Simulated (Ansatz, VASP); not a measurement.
# Two plane-wave programs on PbO2

Contents of INCAR:

```
SYSTEM = PbO2
ALGO = Normal ; EDIFF = 1E-7
EDIFFG = -0.01 ; ENCUT = 600
GGA = PE ; IBRION = 2
ISIF = 3 ; ISMEAR = 0
LASPH = .TRUE. ; LCHARG = .FALSE.
LREAL = .FALSE. ; LWAVE = .FALSE.
NELM = 60 ; NSW = 100
PREC = Accurate ; SIGMA = 0.02
```

Contents of KPOINTS:

```
k-points
0
G
  6 6 6
  0 0 0
```

Contents of POSCAR:

```
PbO2
1.0
    5.6042061031      0.0000000000      0.0000000000
    0.0000000000      2.7528498444      3.5392240558
    0.0000000000     -2.7528498444      3.5392240558
Pb O
2 4
Direct
    0.0000000000      0.9935535586      0.9935535586
    0.5000000000      0.4935535586      0.4935535586
    0.9039477393      0.4417499953      0.2548153218
    0.4039477393      0.7548153218      0.9417499953
    0.5960522607      0.9417499953      0.7548153218
    0.0960522607      0.2548153218      0.4417499953
```

Input for Ansatz:

```yaml
crystal:
  lattice:
    - [5.6042061031, 0.0, 0.0]
    - [0.0, 2.7528498444, 3.5392240558]
    - [0.0, -2.7528498444, 3.5392240558]
  atoms:
    - { symbol: Pb, position: [0.0, 0.9935535586, 0.9935535586] }
    - { symbol: Pb, position: [0.5, 0.4935535586, 0.4935535586] }
    - { symbol: O, position: [0.9039477393, 0.4417499953, 0.2548153218] }
    - { symbol: O, position: [0.4039477393, 0.7548153218, 0.9417499953] }
    - { symbol: O, position: [0.5960522607, 0.9417499953, 0.7548153218] }
    - { symbol: O, position: [0.0960522607, 0.2548153218, 0.4417499953] }
basis:
  ecutwfc: 420
kpoints:
  mp_grid: { grid: [6, 6, 6] }
hamiltonian:
  xc: pbe
scf:
  occupations: { method: gaussian, width: 0.02 }
output:
  forces: true
  stress: true
  eigenvalues: true
relax:
  adjacent_minimum: "off"
  f_tol: 0.01
  max_steps: 80
  cell: { stress_tol: 0.05 }
```

Alike in both runs: task relaxation of cell and atoms; functional PBE; k mesh 6 × 6 × 6; occupations gaussian, width 0.02 eV; no spin polarisation.

|  | VASP | Ansatz |
| --- | --- | --- |
| version | VASP 6.6.1 | Ansatz 0.2.0 |
| potentials or method | VASP PAW PBE potentials, release 64 (Pb_d, O), cutoff 600 eV | scalar-relativistic, plane waves, PAW |
| valence electrons in the cell | 52 | 52 |

```tsv
	VASP	Ansatz	Ansatz less VASP
gap on the k mesh at the Fermi level, each at its own relaxed structure (eV)	0.45	0.48	+0.027
relaxed volume (Å³/atom)	16.29	16.33	+0.037
relaxed cell length with the largest relative difference (Å)	6.326	6.346	+0.0203
```

Spin-orbit coupling is off throughout.
